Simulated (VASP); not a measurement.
# FeGe (P2_13) in VASP: further runs, part 2 of 2

VASP 6.6.1.

## (4) Single point, PBEsol, collinear spin, ferromagnetic start

Input file INCAR:

```
SYSTEM = FeGe
PREC = Accurate
ENCUT = 520
EDIFF = 1E-6
ISMEAR = -1
SIGMA = 0.05
LREAL = .FALSE.
LASPH = .TRUE.
NELM = 150
ALGO = Normal
ISIF = 2
LWAVE = .FALSE.
LCHARG = .FALSE.
ISPIN = 2
MAGMOM = 0 0 0 0 1.5 1.5 1.5 1.5
LORBIT = 11
NUPDOWN = 6.0
LMAXMIX = 4
GGA = PS
NBANDS = 58
```

Input file KPOINTS:

```
Automatic mesh
0
G
  5 5 5
  0 0 0
```

Input file POSCAR:

```
FeGe
1.0
    4.6890000000      0.0000000000      0.0000000000
    0.0000000000      4.6890000000      0.0000000000
    0.0000000000      0.0000000000      4.6890000000
Ge Fe
4 4
Direct
    0.1580000000      0.3420000000      0.6580000000
    0.3420000000      0.6580000000      0.1580000000
    0.6580000000      0.1580000000      0.3420000000
    0.8420000000      0.8420000000      0.8420000000
    0.8650000000      0.6350000000      0.3650000000
    0.6350000000      0.3650000000      0.8650000000
    0.3650000000      0.8650000000      0.6350000000
    0.1350000000      0.1350000000      0.1350000000
```

Command:

```bash
> cat potpaw_PBE.64/Ge_d/POTCAR potpaw_PBE.64/Fe/POTCAR > POTCAR
> mpirun -np 1 vasp_std > vasp.out
```

Run time: 75 s. Hardware: 1 thread of AMD EPYC 9R45 (Zen 5), shared host; peak memory 0.26 GiB.

Results (log left out):

```yaml
Free_energy: -56.7317 eV
Pressure: -5.8 GPa
Largest_force: 0.093 eV/Å
Net_moment: 6.00 μB per cell
Site_moments: Ge -0.08; Fe +1.61 μB
Valence_electrons_inside_the_program's_atomic_spheres: Ge 12.47; Fe 7.30
```

Forces on the atoms (eV/Å):
```
Ge  -0.053  0.053 -0.053
Ge   0.053 -0.053 -0.053
Ge  -0.053 -0.053  0.053
Ge   0.053  0.053  0.053
Fe   0.014 -0.014  0.014
Fe  -0.014  0.014  0.014
Fe   0.014  0.014 -0.014
Fe  -0.014 -0.014 -0.014
```

Caveat: the cell stands under tension; the PAW data sets were made with another functional, which shifts forces and pressure a little; the total moment is fixed, so each spin has its own Fermi level and the state may be an excited one.

## (5) Single point, PBEsol, collinear spin, ferromagnetic start

Input file INCAR:

```
ALGO     = Normal         # electronic algorithm
EDIFF    = 1E-6           # SCF threshold, eV
ENCUT    = 520            # plane-wave cutoff, eV
GGA      = PS             # functional
ISIF     = 2              # what is computed and relaxed
ISMEAR   = -1             # smearing method
ISPIN    = 2              # spin polarisation
LASPH    = T              # aspherical terms in the spheres
LCHARG   = F              # write CHGCAR
LMAXMIX  = 4              # l up to which the mixer works
LORBIT   = 11             # projections on sites
LREAL    = F              # projectors in reciprocal space
LWAVE    = F              # write WAVECAR
MAGMOM   = 0 0 0 0 2.25 2.25 2.25 2.25 # initial moments
NBANDS   = 58             # bands
NELM     = 150            # most SCF steps
NUPDOWN  = 9.0            # fixed moment
PREC     = Accurate       # precision mode
SIGMA    = 0.05           # smearing width, eV
```

Input file KPOINTS:

```
k-points
0
Gamma
  5 5 5
```

POSCAR is that of step 4.

Potentials or basis: VASP PAW PBE potentials, release 64 (Ge_d, Fe).

Command:

```bash
> cat potpaw_PBE.64/Ge_d/POTCAR potpaw_PBE.64/Fe/POTCAR > POTCAR
> mpirun -np 1 vasp_std > vasp.out
```

OUTCAR:

```text
EDIFF = 1E-6
   ENCUT = 520
   GGA = PS
   ISIF = 2
   ISMEAR = -1
   ISPIN = 2
   LASPH = T
   LORBIT = 11
   LREAL = F
   NELM = 150
   NUPDOWN = 9.0
   PREC = Accurate

 ion  position               nearest neighbor table
   1  0.158  0.342  0.658-   5 2.38   8 2.44   7 2.44   6 2.44   7 2.64   8 2.64   6 2.64   2 2.90
                             2 2.90   3 2.90   4 2.90   3 2.90   4 2.90
   2  0.342  0.658  0.158-   6 2.38   7 2.44   5 2.44   8 2.44   5 2.64   7 2.64   8 2.64   1 2.90
                             1 2.90   3 2.90   3 2.90   4 2.90   4 2.90
   3  0.658  0.158  0.342-   7 2.38   6 2.44   5 2.44   8 2.44   6 2.64   5 2.64   8 2.64   1 2.90
                             4 2.90   2 2.90   2 2.90   1 2.90   4 2.90
   4  0.842  0.842  0.842-   8 2.38   5 2.44   7 2.44   6 2.44   6 2.64   5 2.64   7 2.64   2 2.90
                             3 2.90   1 2.90   3 2.90   1 2.90   2 2.90
   5  0.865  0.635  0.365-   1 2.38   4 2.44   3 2.44   2 2.44   3 2.64   4 2.64   2 2.64   6 2.87
                             6 2.87   8 2.87   8 2.87   7 2.87   7 2.87
   6  0.635  0.365  0.865-   2 2.38   3 2.44   1 2.44   4 2.44   1 2.64   3 2.64   4 2.64   5 2.87
                             5 2.87   7 2.87   7 2.87   8 2.87   8 2.87
   7  0.365  0.865  0.635-   3 2.38   2 2.44   1 2.44   4 2.44   2 2.64   1 2.64   4 2.64   8 2.87
                             6 2.87   6 2.87   8 2.87   5 2.87   5 2.87
   8  0.135  0.135  0.135-   4 2.38   1 2.44   3 2.44   2 2.44   2 2.64   1 2.64   3 2.64   5 2.87
                             7 2.87   7 2.87   5 2.87   6 2.87   6 2.87

[... 1526 lines left out ...]
     0.000000000  0.000000000  4.689000000     0.000000000  0.000000000  0.213265089

 POSITION                                       TOTAL-FORCE (eV/Angst)
 -----------------------------------------------------------------------------------
      0.74086      1.60364      3.08536        -0.166176      0.166176     -0.166176
      1.60364      3.08536      0.74086         0.166176     -0.166176     -0.166176
      3.08536      0.74086      1.60364        -0.166176     -0.166176      0.166176
      3.94814      3.94814      3.94814         0.166176      0.166176      0.166176
      4.05599      2.97751      1.71149        -0.166450      0.166450     -0.166450
      2.97751      1.71149      4.05599         0.166450     -0.166450     -0.166450
      1.71149      4.05599      2.97751        -0.166450     -0.166450      0.166450
      0.63301      0.63301      0.63301         0.166450      0.166450      0.166450
 -----------------------------------------------------------------------------------
    total drift:                               -0.000000      0.000000     -0.000000

  FREE ENERGIE OF THE ION-ELECTRON SYSTEM (eV)
  ---------------------------------------------------
  free  energy   TOTEN  =       -55.7856840975 eV

  energy  without entropy=      -55.7270149696  energy(sigma->0) =      -55.75634953

 total charge

# of ion       s       p       d       tot
------------------------------------------
    1        1.145   1.250  10.105  12.499
    2        1.145   1.250  10.105  12.499
    3        1.145   1.250  10.105  12.499
    4        1.145   1.250  10.105  12.499
    5        0.391   0.512   6.364   7.266
    6        0.391   0.512   6.364   7.266
    7        0.391   0.512   6.364   7.266
    8        0.391   0.512   6.364   7.266
--------------------------------------------------
tot          6.143   7.046  65.874  79.063

 magnetization (x)

# of ion       s       p       d       tot
------------------------------------------
    1        0.023  -0.048   0.001  -0.023
    2        0.023  -0.048   0.001  -0.023
    3        0.023  -0.048   0.001  -0.023
    4        0.023  -0.048   0.001  -0.023
    5        0.008   0.010   2.251   2.269
    6        0.008   0.010   2.251   2.269
    7        0.008   0.010   2.251   2.269
    8        0.008   0.010   2.251   2.269
--------------------------------------------------
tot          0.124  -0.150   9.008   8.982
```

OSZICAR:

```text
N       E                     dE             d eps       ncg     rms          rms(c)
DAV:   1     0.981323737761E+03    0.98132E+03   -0.35342E+04  3060   0.399E+03
DAV:   2     0.150174385995E+03   -0.83115E+03   -0.78223E+03  2552   0.939E+02
DAV:   3    -0.442337877296E+02   -0.19441E+03   -0.18226E+03  2552   0.267E+02
DAV:   4    -0.615751690072E+02   -0.17341E+02   -0.16884E+02  2988   0.896E+01
DAV:   5    -0.620592813564E+02   -0.48411E+00   -0.48090E+00  2928   0.169E+01    0.272E+01
DAV:   6    -0.645090795866E+02   -0.24498E+01   -0.81212E+01  3170   0.806E+01    0.329E+01
DAV:   7    -0.556686250478E+02    0.88405E+01   -0.24884E+01  2900   0.558E+01    0.913E+00
DAV:   8    -0.559178164268E+02   -0.24919E+00   -0.31518E+00  3116   0.829E+00    0.408E+00
DAV:   9    -0.557906648757E+02    0.12715E+00   -0.37080E-01  3270   0.557E+00    0.907E-01
DAV:  10    -0.557865674194E+02    0.40975E-02   -0.30673E-02  3022   0.130E+00    0.298E-01
DAV:  11    -0.557857881796E+02    0.77924E-03   -0.18651E-03  2780   0.360E-01    0.206E-01
DAV:  12    -0.557856681831E+02    0.12000E-03   -0.12971E-04  3610   0.930E-02    0.836E-02
DAV:  13    -0.557856873746E+02   -0.19191E-04   -0.53350E-05  2662   0.488E-02    0.322E-02
DAV:  14    -0.557856861681E+02    0.12065E-05   -0.15509E-05  3114   0.352E-02    0.876E-03
DAV:  15    -0.557856849315E+02    0.12366E-05   -0.10844E-06  1400   0.101E-02    0.356E-03
DAV:  16    -0.557856840975E+02    0.83400E-06   -0.51042E-07  1444   0.460E-03
   1 F= -.55785684E+02 E0= -.55756350E+02  d E =-.586691E-01  mag=     9.0000
```

stdout:

```text
POSCAR found type information on POSCAR GeFe
 POSCAR found :  2 types and       8 ions
 scaLAPACK will be used
 -----------------------------------------------------------------------------
|                                                                             |
|                                                                             |
|     You enforced a specific xc type in the INCAR file but a different       |
|     I HOPE YOU KNOW WHAT YOU ARE DOING!                                     |
|                                                                             |
 -----------------------------------------------------------------------------

 LDA part: xc-table for (Slater+PW92), standard interpolation
 POSCAR, INCAR and KPOINTS ok, starting setup
 FFT: planning ... GRIDC
 FFT: planning ... GRID_SOFT
 FFT: planning ... GRID
 WAVECAR not read
 entering main loop
```

Wall time 77 s (1 thread of AMD EPYC 9R45 (Zen 5), shared host); peak memory 0.26 GiB.

What came out:

| Item | Value |
| --- | --- |
| Free energy | -55.7857 eV |
| Pressure | 3.6 GPa |
| Largest force | 0.288 eV/Å |
| Net moment | 9.00 μB per cell |
| Site moments | Ge -0.02; Fe +2.27 μB |
| Valence electrons inside the program's atomic spheres | Ge 12.50; Fe 7.27 |

Forces in eV/Å, atoms in the order of the input:
```
Ge  -0.166  0.166 -0.166
Ge   0.166 -0.166 -0.166
Ge  -0.166 -0.166  0.166
Ge   0.166  0.166  0.166
Fe  -0.166  0.166 -0.166
Fe   0.166 -0.166 -0.166
Fe  -0.166 -0.166  0.166
Fe   0.166  0.166  0.166
```

Caveat: the cell stands under pressure; the PAW data sets were made with another functional, which shifts forces and pressure a little; the total moment is fixed, so each spin has its own Fermi level and the state may be an excited one.

## (6) Single point, LDA, collinear spin, ferromagnetic start

Input file INCAR:

```
PREC = Accurate
ENCUT = 600
EDIFF = 1E-6
ISMEAR = -1
SIGMA = 0.05
LREAL = F
LASPH = T
NELM = 200
ALGO = Normal
ISIF = 2
LWAVE = F
LCHARG = F
ISPIN = 2
MAGMOM = 0 0 0 0 3 3 3 3
LORBIT = 11
LMAXMIX = 4
GGA = CA
NBANDS = 58
GGA_COMPAT = F
```

Input file KPOINTS:

```
regular mesh
0
Gamma
  6 6 6
```

POSCAR is that of step 5.

Potentials or basis: VASP PAW LDA potentials, release 64 (Ge_d, Fe).

Command:

```bash
> cat potpaw_LDA.64/Ge_d/POTCAR potpaw_LDA.64/Fe/POTCAR > POTCAR
> mpirun -np 1 vasp_std > vasp.out
```

It took 9.6 min on 1 thread of Oxide Virtual Turin-like, shared host; peak memory 0.34 GiB.

The run converged. Its results:

```yaml
Free_energy: -59.4204 eV
Pressure: -14.9 GPa
Largest_force: 0.217 eV/Å
Band_gap_on_the_k_mesh: zero (filled and empty bands overlap)
Net_moment: 3.98 μB per cell
Site_moments: Ge -0.06; Fe +1.07 μB
Valence_electrons_inside_the_program's_atomic_spheres: Ge 12.47; Fe 7.33
```

Forces in eV/Å, atoms in the order of the input:
```
Ge   0.086 -0.086  0.086
Ge  -0.086  0.086  0.086
Ge   0.086  0.086 -0.086
Ge  -0.086 -0.086 -0.086
Fe   0.125 -0.125  0.125
Fe  -0.125  0.125  0.125
Fe   0.125  0.125 -0.125
Fe  -0.125 -0.125 -0.125
```

Levels at points of the mesh, in eV from the Fermi level:
Spin up:
| k point | band 44 | band 45 | band 46 | band 47 | band 48 | band 49 |
| --- | --- | --- | --- | --- | --- | --- |
| (0.00, 0.00, 0.00) | -0.69 | -0.12 | -0.12 | -0.12 | 1.81 | 1.81 |
| (0.50, 0.00, 0.00) | -0.58 | -0.42 | -0.42 | 0.95 | 0.95 | 1.02 |
| (0.50, 0.50, 0.00) | -0.87 | 0.03 | 0.03 | 0.31 | 0.31 | 1.51 |
| (0.50, 0.50, 0.50) | -0.94 | -0.25 | -0.25 | -0.25 | -0.25 | 4.29 |
Spin down:
```tsv
k point	band 38	band 39	band 40	band 41	band 42	band 43	band 44	band 45	band 46	band 47
(0.00, 0.00, 0.00)	-1.29	-1.29	0.13	0.13	0.13	0.26	0.26	0.86	0.86	0.86
(0.50, 0.00, 0.00)	-1.26	-0.62	-0.62	0.01	0.01	0.31	0.31	0.54	0.54	1.67
(0.50, 0.50, 0.00)	-0.81	-0.59	-0.59	-0.52	-0.52	0.03	0.03	0.89	0.89	1.14
(0.50, 0.50, 0.50)	-0.27	-0.27	-0.27	-0.13	-0.13	-0.13	-0.13	0.72	0.72	0.72
```

Caveat: the cell stands under tension.

## (7) Summary

```tsv
level	potentials or basis	spin	fixed moment (μB)	k mesh	cutoff (eV)	pressure (GPa)	moment (μB)	largest force (eV/Å)
PBEsol	VASP PAW PBE potentials, release 64 (Ge_d, Fe)	collinear, zero start	0.0	5 × 5 × 5	520	-12.6	0.00	0.39
PBEsol	VASP PAW PBE potentials, release 64 (Ge_d, Fe)	collinear, ferromagnetic start	3.0	5 × 5 × 5	520	-11.1	3.00	0.19
PBEsol	VASP PAW PBE potentials, release 64 (Ge_d, Fe)	collinear, ferromagnetic start	6.0	5 × 5 × 5	520	-5.8	6.00	0.09
PBEsol	VASP PAW PBE potentials, release 64 (Ge_d, Fe)	collinear, ferromagnetic start	9.0	5 × 5 × 5	520	3.6	9.00	0.29
LDA	VASP PAW LDA potentials, release 64 (Ge_d, Fe)	collinear, ferromagnetic start	-	6 × 6 × 6	600	-14.9	3.98	0.22
```

Alike in all rows: task single point; cell as given; smearing fermi-dirac 0.05 eV.

Caveats: the cell stands under tension (at least some runs); the PAW data sets were made with another functional, which shifts forces and pressure a little (at least some runs); the total moment is fixed, so each spin has its own Fermi level and the state may be an excited one (at least some runs); the total moment is fixed, so each spin has its own Fermi level (at least some runs); the cell stands under pressure (at least some runs).

Absolute energies hang on the potentials; compare differences alone.
